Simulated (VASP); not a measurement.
A run of VASP 6.6.1:

File INCAR:

```
PREC = Accurate ; ENCUT = 700
EDIFF = 1E-6 ; ISMEAR = -1
SIGMA = 0.05 ; LREAL = False
LASPH = True ; NELM = 200
ALGO = Normal ; ISIF = 2
LWAVE = False ; LCHARG = False
ISPIN = 2 ; MAGMOM = 2 0
LORBIT = 11 ; LMAXMIX = 4
GGA = PE ; IVDW = 12
NBANDS = 22 ; GGA_COMPAT = False
```

The input KPOINTS:

```
Automatic mesh
0
Gamma
  11 11 11
```

POSCAR

```
CoO
1.0
    0.0000000000      2.1273253729      2.1273253729
    2.1273253729      0.0000000000      2.1273253729
    2.1273253729      2.1273253729      0.0000000000
Co O
1 1
Direct
    0.0000000000      0.0000000000      0.0000000000
    0.5000000000      0.5000000000      0.5000000000
```

Potentials or basis: VASP PAW PBE potentials, release 64 (Co_sv, O).

The run is started by

```sh
$ cat potpaw_PBE.64/Co_sv/POTCAR potpaw_PBE.64/O/POTCAR > POTCAR
$ mpirun -np 1 vasp_std > vasp.out
```

Hardware: 1 thread of Intel(R) Xeon(R) Platinum 8488C (Sapphire Rapids), on a shared host.

Question: How long does it take, and how much memory?

Answer: It took 59 s on 1 thread of Intel(R) Xeon(R) Platinum 8488C (Sapphire Rapids), on a shared host, peak memory 0.22 GiB. Counts: scf iterations 15, k points 56.
